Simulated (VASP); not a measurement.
Input of a VASP 6.6.1 run:

Contents of INCAR:

```
PREC     = Accurate       # precision mode
ENCUT    = 520            # plane-wave cutoff, eV
EDIFF    = 1E-7           # SCF threshold, eV
ISMEAR   = 0              # smearing method
SIGMA    = 0.1            # smearing width, eV
LREAL    = False          # projectors in reciprocal space
LASPH    = True           # aspherical terms in the spheres
NELM     = 100            # most SCF steps
ALGO     = Normal         # electronic algorithm
ISIF     = 2              # what is computed and relaxed
LWAVE    = False          # write WAVECAR
LCHARG   = False          # write CHGCAR
GGA      = PE             # functional
NBANDS   = 30             # bands
```

File KPOINTS:

```
Automatic mesh
0
Gamma
  6 6 4
```

Contents of POSCAR:

```
Be2Ga2C3
1.0
    2.8738169215      0.0000000000      0.0000000000
   -1.4369084608      2.4887984599      0.0000000000
    0.0000000000      0.0000000000     11.2799921010
Be Ga C
2 2 3
Direct
    0.3333333333      0.6666666667      0.5000000000
    0.6666666667      0.3333333333      0.5000000000
    0.0000000000      0.0000000000      0.2526419473
    0.0000000000      0.0000000000      0.7473580527
    0.0000000000      0.0000000000      0.5000000000
    0.3333333333      0.6666666667      0.0000000000
    0.6666666667      0.3333333333      0.0000000000
```

Potentials or basis: VASP PAW PBE potentials, release 64 (Be, Ga_d, C).

The run is started by

```bash
$ cat potpaw_PBE.64/Be/POTCAR potpaw_PBE.64/Ga_d/POTCAR potpaw_PBE.64/C/POTCAR > POTCAR
$ mpirun -np 1 vasp_std > vasp.out
```

Question: Predict the band gap on the k mesh.

Answer: Zero (band 21 reaches 7.73 eV, above the bottom of band 22 at 3.71 eV).

Question: Predict the pressure.

Answer: 0.3 GPa.

Stress tensor (GPa, compression positive):
```
0.42 0.00 0.00
0.00 0.42 0.00
0.00 0.00 0.21
```

Caveat: the k points lie up to 0.42 Å⁻¹ apart.
